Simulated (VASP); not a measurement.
Wanted: the native input for a VASP 6.6.1 run.

```
Task                   : single point
Functional             : PBE
Potentials or basis    : VASP PAW PBE potentials, release 64 (Ni)
Cutoff                 : 520 eV
k mesh                 : 12 × 12 × 12
Occupations            : fermi-dirac, width 0.1 eV
Spin                   : no spin polarisation
Hubbard terms          : Ni d U = 6.2 eV
Dipole correction      : no
Further INCAR settings : ALGO = Normal; EDIFF = 1e-06; NBANDS = 17
```

The structure of Ni lies in POSCAR:

```
Ni
1.0
    3.5456000000      1.7728000000      1.7728000000
    1.7728000000      3.5456000000      1.7728000000
    1.7728000000      1.7728000000      3.5456000000
Ni
2
Direct
    0.0000000000      0.0000000000      0.0000000000
    0.5000000000      0.5000000000      0.5000000000
```

One way to write it, as run:

INCAR

```
SYSTEM = Ni
PREC     = Accurate       ! precision mode
ENCUT    = 520            ! plane-wave cutoff, eV
EDIFF    = 1E-6           ! SCF threshold, eV
ISMEAR   = -1             ! smearing method
SIGMA    = 0.1            ! smearing width, eV
LREAL    = .FALSE.        ! projectors in reciprocal space
LASPH    = .TRUE.         ! aspherical terms in the spheres
NELM     = 150            ! most SCF steps
ALGO     = Normal         ! electronic algorithm
ISIF     = 2              ! what is computed and relaxed
LWAVE    = .FALSE.        ! write WAVECAR
LCHARG   = .TRUE.         ! write CHGCAR
LMAXMIX  = 4              ! l up to which the mixer works
LDAU     = .TRUE.         ! DFT+U
LDAUTYPE = 2            
LDAUL    = 2              ! shell
LDAUU    = 6.2            ! U, eV
LDAUJ    = 0            
LDAUPRINT= 1            
GGA      = PE             ! functional
LELF     = .TRUE.         ! ELF
LVHAR    = .TRUE.       
NBANDS   = 17             ! bands
```

KPOINTS

```
Automatic mesh
0
G
  12 12 12
  0 0 0
```

Potentials or basis: VASP PAW PBE potentials, release 64 (Ni).

Run with:

```sh
$ cat potpaw_PBE.64/Ni/POTCAR > POTCAR
$ mpirun -np 1 vasp_std > vasp.out
```

It gave:

```json
{
 "Pressure": "-17.7 GPa",
 "Band gap on the k mesh": "zero (bands 10 and 11 overlap by 1.12 eV)"
}
```

Caveat: the cell stands under tension; the run has no spin polarisation, though such a crystal can be magnetic; U without spin polarisation on a metal has little footing; the U is typed as a test and isn't derived for this compound.

It took 2.5 min on 1 thread of Intel Xeon 8259CL, on a shared host, peak memory 0.21 GiB.
